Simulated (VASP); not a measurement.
# CsBa3 (Fm-3m) in VASP: further runs

Aim: see how the results for CsBa3 move with the level of theory and the settings. Levels: PBEsol, revPBE, BLYP. Tasks: single point.

All numbers are computed with VASP 6.6.1; they aren't measurements. Logs are shortened: lines on timing, memory, paths and dates and some standing lists are left out, and cuts for length are marked.

**1. The cell of the first run**

Symmetry: Fm-3m, No. 225, cubic system. The conventional cell has a = 10.443 Å, b = 10.443 Å, c = 10.443 Å, α = 90.00°, β = 90.00°, γ = 90.00°.

**2. Single point, PBEsol**

The input, INCAR:

```
  ALGO = Normal
  EDIFF = 1E-7
  ENCUT = 520
  GGA = PS
  ISIF = 2
  ISMEAR = -1
  LASPH = T
  LCHARG = F
  LREAL = F
  LWAVE = F
  NBANDS = 28
  NELM = 100
  PREC = Accurate
  SIGMA = 0.15
```

The input, KPOINTS:

```
k-points
0
Gamma
  4 4 4
```

The input, POSCAR:

```
CsBa3
1.0
    0.0000000000      5.2212840000      5.2212840000
    5.2212840000      0.0000000000      5.2212840000
    5.2212840000      5.2212840000      0.0000000000
Cs Ba
1 3
Direct
    0.0000000000      0.0000000000      0.0000000000
    0.2500000000      0.2500000000      0.2500000000
    0.7500000000      0.7500000000      0.7500000000
    0.5000000000      0.5000000000      0.5000000000
```

Potentials or basis: VASP PAW PBE potentials, release 64 (Cs_sv, Ba_sv).

On the command line:

```console
cat potpaw_PBE.64/Cs_sv/POTCAR potpaw_PBE.64/Ba_sv/POTCAR > POTCAR
mpirun -np 1 vasp_std > vasp.out
```

OUTCAR:

```text
EDIFF = 1E-7
   ENCUT = 520
   GGA = PS
   ISIF = 2
   ISMEAR = -1
   LASPH = T
   LREAL = F
   NELM = 100
   PREC = Accurate

 ion  position               nearest neighbor table
   1  0.000  0.000  0.000-
   2  0.250  0.250  0.250-   4 4.52   4 4.52   4 4.52   4 4.52
   3  0.750  0.750  0.750-   4 4.52   4 4.52   4 4.52   4 4.52
   4  0.500  0.500  0.500-   2 4.52   2 4.52   2 4.52   3 4.52   3 4.52   3 4.52   3 4.52   2 4.52

  LATTYP: Found a face centered cubic cell.
 ALAT       =    10.4425680000

  Lattice vectors:

 A1 = (   0.0000000000,   5.2212840000,   5.2212840000)
 A2 = (   5.2212840000,   0.0000000000,   5.2212840000)
 A3 = (   5.2212840000,   5.2212840000,   0.0000000000)

Analysis of symmetry for initial positions (statically):
=====================================================================
 Subroutine PRICEL returns:
 Original cell was already a primitive cell.

 Routine SETGRP: Setting up the symmetry group for a
 face centered cubic supercell.

 Subroutine GETGRP returns: Found 48 space group operations
 (whereof 48 operations were pure point group operations)
 out of a pool of 48 trial point group operations.

The static configuration has the point symmetry O_h .

Analysis of symmetry for dynamics (positions and initial velocities):
=====================================================================
 Subroutine PRICEL returns:
 Original cell was already a primitive cell.

 Routine SETGRP: Setting up the symmetry group for a
 face centered cubic supercell.

 Subroutine GETGRP returns: Found 48 space group operations
 (whereof 48 operations were pure point group operations)
 out of a pool of 48 trial point group operations.

The dynamic configuration has the point symmetry O_h .

 Subroutine INISYM returns: Found 48 space group operations
 (whereof 48 operations are pure point group operations),
 and found     1 'primitive' translations

----------------------------------------------------------------------------------------

                                     Primitive cell

  volume of cell :     284.6833

  direct lattice vectors                    reciprocal lattice vectors
     0.000000000  5.221284000  5.221284000    -0.095761885  0.095761885  0.095761885
     5.221284000  0.000000000  5.221284000     0.095761885 -0.095761885  0.095761885
     5.221284000  5.221284000  0.000000000     0.095761885  0.095761885 -0.095761885

  length of vectors
     7.384010646  7.384010646  7.384010646     0.165864451  0.165864451  0.165864451

  position of ions in fractional coordinates (direct lattice)
     0.000000000  0.000000000  0.000000000
     0.250000000  0.250000000  0.250000000
     0.750000000  0.750000000  0.750000000
     0.500000000  0.500000000  0.500000000

  ion indices of the primitive-cell ions
   primitive index   ion index
                 1           1
                 2           2
                 3           3
                 4           4

----------------------------------------------------------------------------------------

 KPOINTS: k-points

Automatic generation of k-mesh.
 Grid dimensions read from file:
 generate k-points for:    4    4    4

 Generating k-lattice:

  Cartesian coordinates                     Fractional coordinates (reciprocal lattice)
    -0.023940471  0.023940471  0.023940471     0.250000000  0.000000000  0.000000000
     0.023940471 -0.023940471  0.023940471     0.000000000  0.250000000  0.000000000
     0.023940471  0.023940471 -0.023940471     0.000000000  0.000000000  0.250000000

  Length of vectors
     0.041466113  0.041466113  0.041466113

  Shift w.r.t. Gamma in fractional coordinates (k-lattice)
     0.000000000  0.000000000  0.000000000

 Subroutine IBZKPT returns following result:
 ===========================================

 Found      8 irreducible k-points:

 Following reciprocal coordinates:
            Coordinates               Weight
  0.000000  0.000000  0.000000      1.000000
  0.250000  0.000000  0.000000      8.000000
  0.500000  0.000000  0.000000      4.000000
  0.250000  0.250000  0.000000      6.000000
  0.500000  0.250000  0.000000     24.000000
 -0.250000  0.250000  0.000000     12.000000
  0.500000  0.500000  0.000000      3.000000
 -0.250000  0.500000  0.250000      6.000000
   k-points           NKPTS =      8   k-points in BZ     NKDIM =      8   number of bands    NBANDS=     28
   number of dos      NEDOS =    301   number of ions     NIONS =      4
   total plane-waves  NPLWV = 175616
   dimension x,y,z NGX =    56 NGY =   56 NGZ =   56
   dimension x,y,z NGXF=   112 NGYF=  112 NGZF=  112
   ions per type =               1   3
   NGX,Y,Z   is equivalent  to a cutoff of  12.61, 12.61, 12.61 a.u.
   NGXF,Y,Z  is equivalent  to a cutoff of  25.22, 25.22, 25.22 a.u.
 SYSTEM =  unknown system
   PREC   = accura    normal or accurate (medium, high low for compatibility)
   ISTART =      0    job   : 0-new  1-cont  2-samecut
   ICHARG =      2    charge: 1-file 2-atom 10-const
   ISPIN  =      1    spin polarized calculation?
   LNONCOLLINEAR =      F non collinear calculations
   LSORBIT =      F    spin-orbit coupling
   LASPH  =      T    aspherical Exc in radial PAW
   ENCUT  =  520.0 eV  38.22 Ry    6.18 a.u.  13.73 13.73 13.73*2*pi/ulx,y,z
   NELM   =    100;   NELMIN=  2; NELMDL= -5     # of ELM steps
   EDIFF  = 0.1E-06   stopping-criterion for ELM
   LREAL  =      F    real-space projection
   EDIFFG = 0.1E-05   stopping-criterion for IOM
   NSW    =      0    number of steps for IOM
   IBRION =     -1    ionic relax: 0-MD 1-quasi-New 2-CG
   NFREE  =      0    steps in history (QN), initial steepest desc. (CG)
   ISIF   =      2    stress and relaxation
   ISYM   =      2    0-nonsym 1-usesym 2-fastsym
   POTIM  = 0.5000    time-step for ionic-motion
   TEBEG  =    0.0;   TEEND  =   0.0 temperature during run
   PSTRESS=    0.0 pullay stress
   NELECT =      39.0000    total number of electrons
   NUPDOWN=      -1.0000    fix difference up-down
   EMIN   =  10.00;   EMAX   =-10.00  energy-range for DOS
   EFERMI =   0.00;   METHOD = LEGACY
   ISMEAR =    -1;   SIGMA  =   0.15  broadening in eV -4-tet -1-fermi 0-gaus
   EFERMI_NEDOS =   21; number of points for ismear=-14 and -15
   IALGO  =     38    algorithm
   IMIX   =      4    mixing-type and parameters
     AMIX     =   0.40;   BMIX     =  1.00
     AMIX_MAG =   1.60;   BMIX_MAG =  1.00
  volume/ion in A,a.u.               =      71.17       480.28
  Fermi-wavevector in a.u.,A,eV,Ry     =   0.843935  1.594806  9.690429  0.712226
  Thomas-Fermi vector in A             =   1.958883
   LORBIT       =      0    0 simple, 1 ext, 2 COOP (PROOUT), +10 PAW based schemes
   GGA     = PS    functional components
   LHFCALC =     F    Hartree Fock is set to
   AEXX    =    0.0000 exact exchange contribution
   IVDW    =     0    specifies the selected vdW correction
   LEPSILON=     F    determine dielectric tensor
   LRPA    =     F    only Hartree local field effects (RPA)
 non-spin polarized calculation
  energy-cutoff  :      520.00
  volume of cell :      284.68
 maximum number of plane-waves:      7727
 NGX is ok and might be reduce to    56
   NGX = 27   NGY = 27   NGZ = 27

 number of electron      39.0000000 magnetization

 Free energy of the ion-electron system (eV)
  ---------------------------------------------------
  ext. energy  EPLUGINS =         0.00000000
  ---------------------------------------------------
  free energy    TOTEN  =        -6.97321023 eV

  energy without entropy =       -6.47248498  energy(sigma->0) =       -6.72284761

 E-fermi :   1.2552     XC(G=0):  -7.0707

 val. band max:        1.2432522699   @ k =  -0.2500   0.2500   0.0000
 cond. band min:       1.2609650081   @ k =   0.2500   0.0000   0.0000
 fundamental gap:      0.0177127382
 Fermi energy:         1.2552330103

 k-point     1 :       0.0000    0.0000    0.0000
  band No.  band energies     occupation
      1     -27.9933      2.00000
      2     -27.9871      2.00000
      3     -27.8434      2.00000
      4     -21.5873      2.00000
      5     -13.1496      2.00000
      6     -13.1496      2.00000
[... 20 lines left out ...]
     27       3.2273      0.00000
     28       3.2273      0.00000

 k-point     2 :       0.2500    0.0000    0.0000
  band No.  band energies     occupation
      1     -27.9920      2.00000
      2     -27.9877      2.00000
      3     -27.8440      2.00000
      4     -21.5874      2.00000
      5     -13.1726      2.00000
      6     -13.1677      2.00000
[... 20 lines left out ...]
     27       2.9127      0.00003
     28       3.2617      0.00000

 k-point     3 :       0.5000    0.0000    0.0000
  band No.  band energies     occupation
      1     -27.9898      2.00000
      2     -27.9893      2.00000
      3     -27.8447      2.00000
      4     -21.5875      2.00000
      5     -13.1766      2.00000
      6     -13.1766      2.00000
[... 20 lines left out ...]
     27       2.4160      0.00087
     28       2.4160      0.00087

 k-point     4 :       0.2500    0.2500    0.0000
  band No.  band energies     occupation
      1     -27.9917      2.00000
      2     -27.9878      2.00000
      3     -27.8443      2.00000
      4     -21.5874      2.00000
      5     -13.1901      2.00000
      6     -13.1901      2.00000
[... 20 lines left out ...]
     27       3.0875      0.00001
     28       3.3815      0.00000

 k-point     5 :       0.5000    0.2500    0.0000
  band No.  band energies     occupation
      1     -27.9901      2.00000
      2     -27.9888      2.00000
      3     -27.8449      2.00000
      4     -21.5875      2.00000
      5     -13.1973      2.00000
      6     -13.1923      2.00000
[... 20 lines left out ...]
     27       2.6644      0.00017
     28       2.8544      0.00005

 k-point     6 :      -0.2500    0.2500    0.0000
  band No.  band energies     occupation
      1     -27.9905      2.00000
      2     -27.9886      2.00000
      3     -27.8447      2.00000
      4     -21.5875      2.00000
      5     -13.1870      2.00000
      6     -13.1797      2.00000
[... 20 lines left out ...]
     27       2.5912      0.00027
     28       3.1171      0.00001

 k-point     7 :       0.5000    0.5000    0.0000
  band No.  band energies     occupation
      1     -27.9901      2.00000
      2     -27.9886      2.00000
      3     -27.8451      2.00000
      4     -21.5875      2.00000
      5     -13.2117      2.00000
      6     -13.2117      2.00000
[... 20 lines left out ...]
     27       3.0093      0.00002
     28       3.0093      0.00002

 k-point     8 :      -0.2500    0.5000    0.2500
  band No.  band energies     occupation
      1     -27.9893      2.00000
      2     -27.9893      2.00000
      3     -27.8451      2.00000
      4     -21.5875      2.00000
      5     -13.2106      2.00000
      6     -13.1659      2.00000
[... 20 lines left out ...]
     27       2.4481      0.00070
     28       2.8241      0.00006

------------------------ aborting loop because EDIFF is reached ----------------------------------------

  FORCE on cell =-STRESS in cart. coord.  units (eV):
  Direction    XX          YY          ZZ          XY          YZ          ZX
  --------------------------------------------------------------------------------------
  -------------------------------------------------------------------------------------
  Total       -0.7780597     -0.7780597     -0.7780597     -0.0000000     -0.0000000      0.0000000
  in kB       -4.3788651     -4.3788651     -4.3788651     -0.0000000     -0.0000000      0.0000000
  external PRESSURE =      -4.3788651 kB  Pullay stress =       0.0000000 kB

 VOLUME and BASIS-vectors are now :
 -----------------------------------------------------------------------------
  energy-cutoff  :      520.00
  volume of cell :      284.68
      direct lattice vectors                 reciprocal lattice vectors
     0.000000000  5.221284000  5.221284000    -0.095761885  0.095761885  0.095761885
     5.221284000  0.000000000  5.221284000     0.095761885 -0.095761885  0.095761885
     5.221284000  5.221284000  0.000000000     0.095761885  0.095761885 -0.095761885

 POSITION                                       TOTAL-FORCE (eV/Angst)
 -----------------------------------------------------------------------------------
      0.00000      0.00000      0.00000        -0.000000     -0.000000     -0.000000
      2.61064      2.61064      2.61064        -0.000000     -0.000000      0.000000
      7.83193      7.83193      7.83193         0.000000      0.000000     -0.000000
      5.22128      5.22128      5.22128        -0.000000     -0.000000     -0.000000
 -----------------------------------------------------------------------------------
    total drift:                               -0.000000      0.000000      0.000000

  FREE ENERGIE OF THE ION-ELECTRON SYSTEM (eV)
  ---------------------------------------------------
  free  energy   TOTEN  =        -6.9732102295 eV

  energy  without entropy=       -6.4724849843  energy(sigma->0) =       -6.72284761
```

Wall time 34 s (1 thread of Intel Xeon 6975P-C (Granite Rapids), shared host); peak memory 0.42 GiB.

What came out:

* Free energy: -6.9732 eV
* Pressure: -0.4 GPa

Levels at points of the mesh, in eV from the Fermi level:
```
           k point  band 17  band 18  band 19  band 20  band 21  band 22  band 23  band 24
(0.00, 0.00, 0.00)    -2.53    -0.28    -0.28     0.57     0.57     0.57     0.58     0.58
(0.50, 0.00, 0.00)    -1.29    -1.05     0.33     0.33     0.35     0.43     0.43     0.77
(0.50, 0.50, 0.00)    -0.90    -0.86    -0.76    -0.46     0.67     0.75     0.75     1.11
```

Caveat: the PAW data sets were made with another functional, which shifts forces and pressure a little; spin-orbit coupling is left out, which moves the levels of the heavy elements.

(Part 1 of 2 ends here.)
